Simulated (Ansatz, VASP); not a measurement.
**One calculation of InSb, two programs**

```xyz
12
Lattice="16.8000 0.0000 0.0000 0.0000 15.4000 0.0000 0.0000 0.0000 15.7000" Properties=species:S:1:pos:R:3 pbc="T T T"
In    6.9620    7.1619    5.9916
In    7.7793    6.8596    8.9440
In    8.9990   10.1797    9.6416
In    4.6484    7.6394    8.7459
In   10.9478    7.5846    9.5130
In    9.9863    8.7979    6.5999
Sb    7.8071    9.9063    5.1932
Sb    8.8143    8.1954   11.6921
Sb    9.9084    5.9275    7.3163
Sb    6.7832    9.7638    7.8588
Sb   11.6060   10.2407    8.4850
Sb    6.3182    6.8582   11.2912
```

Alike in both runs: functional PBE; k mesh 1 × 1 × 1; occupations gaussian, width 0.05 eV; collinear spin.

Ansatz relaxed the structure, and its values are those at the end. VASP's run is a single point on that final structure, the one shown.

```csv
,VASP,Ansatz
version,VASP 6.6.1,Ansatz 0.2.0
potentials or method,"VASP PAW PBE potentials, release 64 (In_d, Sb), cutoff 520 eV","scalar-relativistic, plane waves, PAW"
valence electrons in the cell,108,168
```

|  | VASP | Ansatz | Ansatz less VASP |
| --- | --- | --- | --- |
| gap on the k mesh at the Fermi level (eV) | 0.73 | 0.73 | +0.004 |
| rms of the force components (eV/Å) | 0.015 | 0.010 | -0.0057 |
| net moment per atom (μB) | 0.00 | 0.00 | 0.000 |

With one functional, cell and mesh, what is left measures potentials, basis and numerics. VASP's potentials hold 108 valence electrons a cell and Ansatz's 168, so a difference there can come from the potentials and not from the codes. Ansatz's warnings: seeded moment not kept, xc potential rough in thin density.

Spin-orbit coupling is off throughout.
